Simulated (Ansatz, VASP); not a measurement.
# CdS in VASP and in Ansatz

```
Cd S
1.0
     0.00000    2.90017    2.90017
     2.90017    0.00000    2.90017
     2.90017    2.90017    0.00000
Cd S
1 1
Direct
  0.00000 0.00000 0.00000
  0.25000 0.25000 0.25000
```

Alike in both runs: functional r2SCAN; k mesh 8 × 8 × 8; occupations fermi-dirac, width 0.02 eV; no spin polarisation.

Ansatz relaxed the structure, and its values are those at the end. VASP's run is a single point on that final structure, the one shown.

|  | VASP | Ansatz |
| --- | --- | --- |
| version | VASP 6.6.1 | Ansatz 0.2.0 |
| potentials or method | VASP PAW PBE potentials, release 64 (Cd, S), cutoff 520 eV | PAW plane waves |
| valence electrons in the cell | 18 | 26 |

|  | VASP | Ansatz | Ansatz less VASP |
| --- | --- | --- | --- |
| gap on the k mesh at the Fermi level (eV) | 1.63 | 1.63 | -0.002 |
| pressure (GPa) | 3.0 | 2.7 | -0.32 |

VASP's potentials were made for PBE, not for r2SCAN. With one functional, cell and mesh, what is left measures potentials, basis and numerics. VASP's potentials hold 18 valence electrons a cell and Ansatz's 26, so a difference there can come from the potentials and not from the codes. Ansatz's warnings: stress scf threshold loose.
